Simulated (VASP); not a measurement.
Crystal: MnO.

```
Mn O
1.0
     0.00000    2.22391    2.22391
     2.22391    0.00000    2.22391
     2.22391    2.22391    0.00000
Mn O
1 1
Direct
  0.00000 0.00000 0.00000
  0.50000 0.50000 0.50000
```

Program: VASP 6.6.1. Alike in all runs: task single point; spin collinear, ferromagnetic start; cell as given; cutoff (eV) 520; smearing fermi-dirac 0.05 eV.

Question: Order these runs on this cell by their pressure, lowest first.
A. level PBEsol-based global hybrid with 25 % exact exchange; potentials or basis VASP PAW PBE potentials, release 64 (Mn_pv, O); k mesh 5 × 5 × 5; grid for exact exchange (PRECFOCK) Normal; share of exact exchange 0.25
B. level PBEsol+U; potentials or basis VASP PAW PBE potentials, release 64 (Mn_pv, O); U Mn d U = 8.0 eV; k mesh 10 × 10 × 10
C. level PBEsol+D4; potentials or basis VASP PAW PBE potentials, release 64 (Mn_pv, O); k mesh 10 × 10 × 10
D. level LDA; potentials or basis VASP PAW LDA potentials, release 64 (Mn_pv, O); k mesh 10 × 10 × 10

Answer: D (-17.8 GPa), C (-8.9 GPa), A (-3.4 GPa), B (3.1 GPa).

Caveats: some runs use coarse meshes; a cell with one magnetic atom can't hold antiferromagnetic order, which such compounds often take; the PAW data sets were made with another functional, which shifts forces and pressure a little (at least some runs); the cell stands under tension (at least some runs); the cell stands under pressure (at least some runs).
